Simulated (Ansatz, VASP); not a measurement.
# ZnInO: VASP beside Ansatz

```
Zn In O
1.0
     4.38067    0.00000    0.00000
    -2.19033    3.79377    0.00000
     0.00000    0.00000    3.20090
Zn In O
1 1 1
Direct
  0.66667 0.33333 0.50000
  0.00000 0.00000 0.50000
  0.33333 0.66667 0.00000
```

Change from the starting cell: species swapped into the TbCuGe type (P-6m2, No. 187).

Alike in both runs: functional PBE; k mesh 6 × 6 × 6; occupations gaussian, width 0.1 eV; no spin polarisation.

Ansatz relaxed the structure, and its values are those at the end. VASP's run is a single point on that final structure, the one shown.

|  | VASP | Ansatz |
| --- | --- | --- |
| version | VASP 6.6.1 | Ansatz 0.2.0 |
| potentials or method | VASP PAW PBE potentials, release 64 (Zn, In_d, O), cutoff 600 eV | scalar-relativistic, plane waves, PAW |
| valence electrons in the cell | 31 | 31 |

Ansatz gave:

* gap on the k mesh at the Fermi level (eV): none
* pressure (GPa): 0.2

Q: Estimate VASP's values.

A: gap on the k mesh at the Fermi level (eV): none; pressure (GPa): 0.1.

A gap of «none» marks a metal or a gap that the smearing closes.
